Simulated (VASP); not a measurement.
Write the native input for VASP 6.6.1 that does the following.

```
Task                   : single point
Functional             : PBEsol
Potentials or basis    : VASP PAW PBE potentials, release 64 (Rh_pv)
Cutoff                 : 520 eV
k mesh                 : 30 × 30 × 16
Occupations            : gaussian, width 0.15 eV
Spin                   : no spin polarisation
Dipole correction      : no
Further INCAR settings : ALGO = Fast; EDIFF = 1e-07; NBANDS = 22
```

The structure of Rh lies in POSCAR:

```
Rh
1.0
    2.6887360850      0.0000000000      0.0000000000
   -1.3443680425      2.3285137537      0.0000000000
    0.0000000000      0.0000000000      4.3290202437
Rh
2
Direct
    0.6666666667      0.3333333333      0.7500000000
    0.3333333333      0.6666666667      0.2500000000
```

This isn't the form of Rh at room conditions, which is fcc.

The input as run:

INCAR

```
PREC = Accurate
ENCUT = 520
EDIFF = 1E-7
ISMEAR = 0
SIGMA = 0.15
LREAL = False
LASPH = True
NELM = 80
ALGO = Fast
ISIF = 2
LWAVE = False
LCHARG = True
GGA = PS
LELF = True
LVHAR = True
NBANDS = 22
```

KPOINTS

```
Automatic mesh
0
Gamma
  30 30 16
```

Potentials or basis: VASP PAW PBE potentials, release 64 (Rh_pv).

The run is started by

```bash
$ cat potpaw_PBE.64/Rh_pv/POTCAR > POTCAR
$ mpirun -np 1 vasp_std > vasp.out
```

It gave:

| Property | Result |
| --- | --- |
| Pressure | 0.1 GPa |
| Band gap on the k mesh | zero (bands 15 and 16 overlap by 2.51 eV) |

Caveat: the PAW data sets were made with another functional, which shifts forces and pressure a little.

Run time: 12 min on 1 thread of Intel Xeon 8259CL, with other jobs on the host, peak memory 0.45 GiB.
